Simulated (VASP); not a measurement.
A run of VASP 6.6.1 is set up as follows.

The input INCAR:

```
SYSTEM = Al
PREC = Accurate
ENCUT = 520
EDIFF = 1E-6
ISMEAR = -1
SIGMA = 0.1
LREAL = .FALSE.
LASPH = .TRUE.
NELM = 100
ALGO = Normal
ISIF = 2
LWAVE = .FALSE.
LCHARG = .FALSE.
GGA = PE
IVDW = 12
NBANDS = 30
```

Contents of KPOINTS:

```
regular mesh
0
G
  2 2 1
  0 0 0
```

File POSCAR:

```
Al
1.0
    5.7275650000      0.0000000000      0.0000000000
    2.8637820000      4.9602170000      0.0000000000
    0.0000000000      0.0000000000     16.6765370000
Al
12
Direct
    0.1666684945      0.1666660955      0.0599644878
    0.6666715499      0.1666660955      0.0599644878
    0.1666709227      0.6666643818      0.0599644878
    0.6666739781      0.6666643818      0.0599644878
   -0.2503889039      0.4228040830      0.2118425426
    0.3171722866      0.3459324461      0.2184686185
   -0.1773472957      0.8510313158      0.2048566798
    0.2478010071      0.8877434193      0.2051984774
   -0.0132157795      0.0571950784      0.3526331636
    0.4497715594      0.0818512577      0.3504024846
   -0.0730195126      0.5868896462      0.3555294484
    0.4554678545      0.5707411591      0.3557753028
```

Potentials or basis: VASP PAW PBE potentials, release 64 (Al).

Command:

```console
$ cat potpaw_PBE.64/Al/POTCAR > POTCAR
$ mpirun -np 1 vasp_std > vasp.out
```

(1) Estimate the dispersion energy per atom.

(2) Estimate the largest force.

Answers

(1) -0.222 eV.

(2) 1.072 eV/Å.

Caveat: the k points lie up to 0.63 Å⁻¹ apart.
